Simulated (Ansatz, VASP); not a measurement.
Re in VASP and in Ansatz

```
CELL_PARAMETERS angstrom
2.76000 0.00000 0.00000
-1.38000 2.39023 0.00000
0.00000 0.00000 4.45740
ATOMIC_POSITIONS crystal
Re 0.33333 0.66667 0.75000
Re 0.66667 0.33333 0.25000
```

Alike in both runs: task relaxation of cell and atoms; functional LDA; k mesh 18 × 18 × 10; occupations gaussian, width 0.05 eV; no spin polarisation.

|  | VASP | Ansatz |
| --- | --- | --- |
| version | VASP 6.6.1 | Ansatz 0.2.0 |
| potentials or method | VASP PAW LDA potentials, release 64 (Re), cutoff 600 eV | scalar-relativistic, plane waves, PAW |
| valence electrons in the cell | 14 | 30 |

```tsv
	VASP	Ansatz	Ansatz less VASP
relaxed volume (Å³/atom)	14.39	14.33	-0.059
relaxed cell length with the largest relative difference (Å)	2.741	2.737	-0.0041
```

LDA's correlation is that of Perdew and Zunger in VASP and of Perdew and Wang (1992) in Ansatz. VASP's potentials hold 14 valence electrons a cell and Ansatz's 30, so a difference there can come from the potentials and not from the codes.

Neither program's run includes spin-orbit coupling.
